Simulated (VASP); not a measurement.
Write the native input for VASP 6.6.1 that does the following.

```yaml
Task: electric field gradients
Functional: PBEsol
Potentials_or_basis: VASP PAW PBE potentials, release 64 (Ba_sv)
Cutoff: 520 eV
k_mesh: 10 × 10 × 10
Occupations: fermi-dirac, width 0.05 eV
Spin: no spin polarisation
Dipole_correction: no
Further_INCAR_settings: ALGO = Normal; EDIFF = 1e-08; NBANDS = 11
```

The structure of Ba lies in POSCAR:

```
Ba
1.0
   -2.4489652718      2.4489652718      2.4489652718
    2.4489652718     -2.4489652718      2.4489652718
    2.4489652718      2.4489652718     -2.4489652718
Ba
1
Direct
    0.0000000000      0.0000000000      0.0000000000
```

The input as run:

INCAR

```
SYSTEM = Ba
PREC = Accurate
ENCUT = 520
EDIFF = 1E-8
ISMEAR = -1
SIGMA = 0.05
LREAL = .FALSE.
LASPH = .TRUE.
NELM = 80
ALGO = Normal
ISIF = 2
LWAVE = .FALSE.
LCHARG = .FALSE.
GGA = PS
LEFG = .TRUE.
NBANDS = 11
```

KPOINTS

```
regular mesh
0
G
  10 10 10
  0 0 0
```

Potentials or basis: VASP PAW PBE potentials, release 64 (Ba_sv).

Command:

```console
$ cat potpaw_PBE.64/Ba_sv/POTCAR > POTCAR
$ mpirun -np 1 vasp_std > vasp.out
```

Results of the run:

| Item | Value |
| --- | --- |
| Pressure | 0.0 GPa |
| Band gap on the k mesh | zero (bands 5 and 6 overlap by 1.01 eV) |
| Largest electric field gradient by atom | zero within the noise of the run |

Caveat: the PAW data sets were made with another functional, which shifts forces and pressure a little; spin-orbit coupling is left out, which moves the levels of the heavy elements.

It took 26 s on 1 thread of Intel Xeon 8259CL, on a shared host, peak memory 0.18 GiB.
